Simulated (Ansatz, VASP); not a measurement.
## One calculation of KTaO3, two programs

```xyz
5
Lattice="3.9901 0.0000 0.0000 0.0000 3.9901 0.0000 0.0000 0.0000 3.9901" Properties=species:S:1:pos:R:3 pbc="T T T"
K     1.9951    1.9951    1.9951
Ta    0.0000    0.0000    0.0000
O     1.9951    0.0000    0.0000
O     0.0000    1.9951    0.0000
O     0.0000    0.0000    1.9951
```

Alike in both runs: task single point; functional r2SCAN; k mesh 6 × 6 × 6; no spin polarisation.

|  | VASP | Ansatz |
| --- | --- | --- |
| version | VASP 6.6.1 | Ansatz 0.2.0 |
| potentials or method | VASP PAW PBE potentials, release 64 (K_sv, Ta_pv, O) | plane waves, PAW |
| plane-wave cutoff (eV) | 520 | 500 |
| occupations | gaussian, width 0.01 eV | fixed |
| valence electrons in the cell | 38 | 40 |

```csv
,VASP,Ansatz,Ansatz less VASP
gap on the k mesh at the Fermi level (eV),2.59,2.63,+0.031
pressure (GPa),0.9,0.0,-0.91
```

VASP's potentials were made for PBE, not for r2SCAN. VASP's potentials hold 38 valence electrons a cell and Ansatz's 40, so a difference there can come from the potentials and not from the codes.

Spin-orbit coupling is off throughout.
